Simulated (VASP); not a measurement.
Write the native input for VASP 6.6.1 that does the following.

```yaml
Task: relaxation of cell and atoms
Functional: RPBE
Dispersion: D4
Potentials_or_basis: VASP PAW PBE potentials, release 64 (Mn_pv, S)
Cutoff: 600 eV
k_mesh: 5 × 5 × 3
Occupations: fermi-dirac, width 0.1 eV
Spin: no spin polarisation
Dipole_correction: no
Further_INCAR_settings: ALGO = Normal; EDIFF = 1e-06; IBRION = 2; EDIFFG = -0.01; NSW = 60; ISIF = 3
```

The structure of MnS lies in POSCAR:

```
MnS
1.0
    3.9865930000      0.0000000000      0.0000000000
   -1.9932960000      3.4524930000      0.0000000000
    0.0000000000      0.0000000000      6.4308250000
Mn S
2 2
Direct
    0.3333000000      0.6667000000      0.0000000000
    0.6666000000      0.3333000000      0.5000000000
    0.3333000000      0.6667000000      0.3750000000
    0.6666000000      0.3333000000      0.8750000000
```

These files were run (other wordings do the same):

INCAR

```
SYSTEM = MnS
PREC = Accurate
ENCUT = 600
EDIFF = 1E-6
ISMEAR = -1
SIGMA = 0.1
LREAL = .False.
LASPH = .True.
NELM = 100
ALGO = Normal
ISIF = 3
LWAVE = .False.
LCHARG = .False.
GGA = RP
IVDW = 13
IBRION = 2
NSW = 60
EDIFFG = -0.01
```

KPOINTS

```
Automatic mesh
0
Gamma
  5 5 3
  0 0 0
```

Potentials or basis: VASP PAW PBE potentials, release 64 (Mn_pv, S).

Command:

```bash
$ cat potpaw_PBE.64/Mn_pv/POTCAR potpaw_PBE.64/S/POTCAR > POTCAR
$ mpirun -np 1 vasp_std > vasp.out
```

Results of the run:

The relaxed volume is 14.31 Å³/atom, the relaxed cell is a = 3.247 Å, b = 3.247 Å, c = 6.269 Å, α = 90.00°, β = 90.00°, γ = 120.00° and the space group after relaxing (to 0.1 Å) is P6_3mc (No. 186). The energy gained by relaxing is 822.3 meV/atom, the ionic steps are 20 and the pressure after relaxing is 0.0 GPa. The band gap on the k mesh is 0.12 eV (least direct gap 0.16 eV) and the dispersion energy per atom is -1.013 eV.

Caveat: the volume moved by over 15 % at a fixed basis, so the end points are rough; the dispersion term is far too large for a dense solid, which distorts pressure and volume; the PAW data sets were made with another functional, which shifts forces and pressure a little.

Run time: 12 min on 1 thread of Oxide Virtual Turin-like Processor (shared host), peak memory 0.22 GiB.
